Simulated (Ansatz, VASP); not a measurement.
## One calculation of Be, two programs

Contents of INCAR:

```
SYSTEM = Be
PREC = Accurate
ENCUT = 600
EDIFF = 1E-6
ISMEAR = 0
SIGMA = 0.1
LREAL = .False.
LASPH = .True.
NELM = 120
ALGO = Normal
ISIF = 2
LWAVE = .False.
LCHARG = .False.
GGA = PE
NBANDS = 9
GGA_COMPAT = .False.
```

Contents of KPOINTS:

```
Automatic mesh
0
Gamma
  9 9 4
  0 0 0
```

File POSCAR:

```
Be
1.0
    3.0172159275      0.0000000000      0.0000000000
   -1.5086079637      2.6129856419      0.0000000000
    0.0000000000      0.0000000000      4.6582673455
Be
2
Direct
    0.3333333333      0.6666666667      0.2500000000
    0.6666666667      0.3333333333      0.7500000000
```

Input for Ansatz:

```yaml
crystal:
  lattice:
    - [3.0172159275, 0.0, 0.0]
    - [-1.5086079637, 2.6129856419, 0.0]
    - [0.0, 0.0, 4.6582673455]
  atoms:
    - { symbol: Be, position: [0.3333333333, 0.6666666667, 0.25] }
    - { symbol: Be, position: [0.6666666667, 0.3333333333, 0.75] }
basis:
  ecutwfc: 420
kpoints:
  mp_grid: { grid: [9, 9, 4] }
hamiltonian:
  xc: pbe
scf:
  occupations: { method: gaussian, width: 0.1 }
output:
  forces: true
  stress: true
  eigenvalues: true
```

Alike in both runs: task single point; functional PBE; k mesh 9 × 9 × 4; occupations gaussian, width 0.1 eV; no spin polarisation.

```csv
,VASP,Ansatz
version,VASP 6.6.1,Ansatz 0.2.0
potentials or method,"VASP PAW PBE potentials, release 64 (Be), cutoff 600 eV","scalar-relativistic, plane waves, PAW"
valence electrons in the cell,4,4
```

```csv
,VASP,Ansatz,Ansatz less VASP
gap on the k mesh at the Fermi level (eV),none,none,-
pressure (GPa),-23.8,-23.8,0.00
"traceless stress, the component that is largest in VASP (GPa)",-1.68,-1.68,0.000
```

A gap of «none» marks a metal or a gap that the smearing closes. The functional is the same, so the differences come from potentials, cutoffs and numerics.
